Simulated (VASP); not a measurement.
Ru: electric field gradients with PBE

The system is Ru.

```
Ru
1.0
     2.72222    0.00000    0.00000
    -1.36111    2.35751    0.00000
     0.00000    0.00000    4.29731
Ru
2
Direct
  0.33333 0.66667 0.25000
  0.66667 0.33333 0.75000
```

* Program: VASP 6.6.1
* Task: electric field gradients
* Functional: PBE
* Potentials or basis: VASP PAW PBE potentials, release 64 (Ru_pv)
* Cutoff: 400 eV
* k mesh: 18 × 18 × 10
* Occupations: fermi-dirac, width 0.15 eV
* Spin: no spin polarisation
* Dipole correction: no
* Further INCAR settings: ALGO = Normal; EDIFF = 1e-08; NBANDS = 21

```json
{
  "Pressure": "-1.0 GPa",
  "Band gap on the k mesh": "zero (band 14 reaches 14.02 eV, above the bottom of band 15 at 10.96 eV)"
}
```

Levels at points of the mesh, in eV from the Fermi level:
```tsv
k point	band 11	band 12	band 13	band 14	band 15	band 16	band 17	band 18
(0.00, 0.00, 0.00)	-2.35	-1.88	-1.88	-1.39	-1.39	1.14	1.14	1.29
(0.50, 0.00, 0.00)	-2.03	-1.79	-1.49	1.36	1.77	1.86	3.96	5.99
(0.00, 0.00, 0.50)	-2.72	-2.72	-2.66	-2.66	0.52	0.52	0.52	0.52
(0.50, 0.00, 0.50)	-1.05	-1.05	0.43	0.43	1.61	1.61	3.32	3.32
```

Electric field gradients, principal values (V/Å²):
```tsv
atom	least	middle	greatest (by size)
1 Ru	6.873	6.876	-13.749
2 Ru	6.873	6.876	-13.749
```

Wall time 49 s on 1 thread of Intel(R) Xeon(R) Platinum 8488C (Sapphire Rapids), with other jobs on the host, peak memory 0.18 GiB.

Caveat: without QUAD_EFG the Cq values of the log hold for a quadrupole moment of 1 mb, not for the nuclei.
